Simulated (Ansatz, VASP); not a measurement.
**One calculation of VO2, two programs**

```
V O
1.0
     4.55460    0.00000    0.00000
     0.00000    4.55460    0.00000
     0.00000    0.00000    2.85280
V O
2 4
Direct
  0.00000 0.00000 0.00000
  0.50000 0.50000 0.50000
  0.30010 0.30010 0.00000
  0.19990 0.80010 0.50000
  0.69990 0.69990 0.00000
  0.80010 0.19990 0.50000
```

Alike in both runs: task single point; functional PBEsol; k mesh 4 × 4 × 7; occupations gaussian, width 0.05 eV; collinear spin.

```csv
,VASP,Ansatz
version,VASP 6.6.1,Ansatz 0.2.0
potentials or method,"VASP PAW PBE potentials, release 64 (V_sv, O), cutoff 600 eV","scalar-relativistic, plane waves, PAW"
valence electrons in the cell,50,50
```

Ansatz gave:

| Quantity | Value |
| --- | --- |
| gap on the k mesh at the Fermi level (eV) | none |
| pressure (GPa) | -6.4 |
| traceless stress, the component that is largest in VASP (GPa) | -2.63 |
| rms of the force components (eV/Å) | 0.006 |
| net moment per atom (μB) | 0.33 |
| size of the moment on the site where the two differ most (μB) | 0.82 |

Question: Which values does VASP return?

Answer: gap on the k mesh at the Fermi level (eV): none; pressure (GPa): -6.0; traceless stress, the component that is largest in VASP (GPa): -2.40; rms of the force components (eV/Å): 0.016; net moment per atom (μB): 0.33; size of the moment on the site where the two differ most (μB): 1.04.

VASP's potentials were made for PBE, not for PBEsol. Site moments also hang on the region over which each program counts them. Atom by atom the forces differ by 0.010 eV/Å (rms over components). A gap of «none» marks a metal or a gap that the smearing closes. With one functional, cell and mesh, what is left measures potentials, basis and numerics. Ansatz's warnings: seeded moment not kept, specified occupation not kept, symmetry narrowed by occupation matrices.
